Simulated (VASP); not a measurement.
Wanted: the native input for a VASP 6.6.1 run.

```yaml
Task: single point
Functional: PBE
Potentials_or_basis: VASP PAW PBE potentials, release 64 (W_sv, Ta_pv)
Cutoff: 520 eV
k_mesh: 9 × 9 × 1
Occupations: fermi-dirac, width 0.08 eV
Spin: no spin polarisation
Dipole_correction: yes
Further_INCAR_settings: ALGO = Normal; EDIFF = 1e-07; NBANDS = 44
```

The structure of Ta5W lies in POSCAR:

```
Ta5W
1.0
    4.6945593014      0.0000000000      0.0000000000
   -2.3472796507      4.0656076146      0.0000000000
    0.0000000000      0.0000000000     20.7914000000
W Ta
1 5
Direct
    0.1666666667      0.3333333333      0.3996627181
    0.5000000000      1.0000000000      0.4351072253
    0.8333333333      0.6666666667      0.4712357363
    0.1666666667      0.3333333333      0.5287642531
    0.5000000000      1.0000000000      0.5648927874
    0.8333333333      0.6666666667      0.6003372795
```

The input as run:

INCAR

```
SYSTEM = Ta5W
  ALGO = Normal
  DIPOL = 0.5 0.5 0.500
  EDIFF = 1E-7
  ENCUT = 520
  GGA = PE
  IDIPOL = 3
  ISIF = 2
  ISMEAR = -1
  LASPH = .True.
  LCHARG = .False.
  LDIPOL = .True.
  LREAL = .False.
  LWAVE = .False.
  NBANDS = 44
  NELM = 60
  PREC = Accurate
  SIGMA = 0.08
```

KPOINTS

```
k-points
0
Gamma
  9 9 1
  0 0 0
```

Potentials or basis: VASP PAW PBE potentials, release 64 (W_sv, Ta_pv).

Command:

```console
$ cat potpaw_PBE.64/W_sv/POTCAR potpaw_PBE.64/Ta_pv/POTCAR > POTCAR
$ mpirun -np 1 vasp_std > vasp.out
```

It gave:

| Quantity | Value |
| --- | --- |
| Largest force | 1.642 eV/Å |
| Band gap on the k mesh | zero (an odd number of electrons rules out a gap without spin polarisation) |

Caveat: spin-orbit coupling is left out, which moves the levels of the heavy elements.

Run time: 15 min on 1 thread of Intel Xeon 8259CL (shared host), peak memory 0.58 GiB.
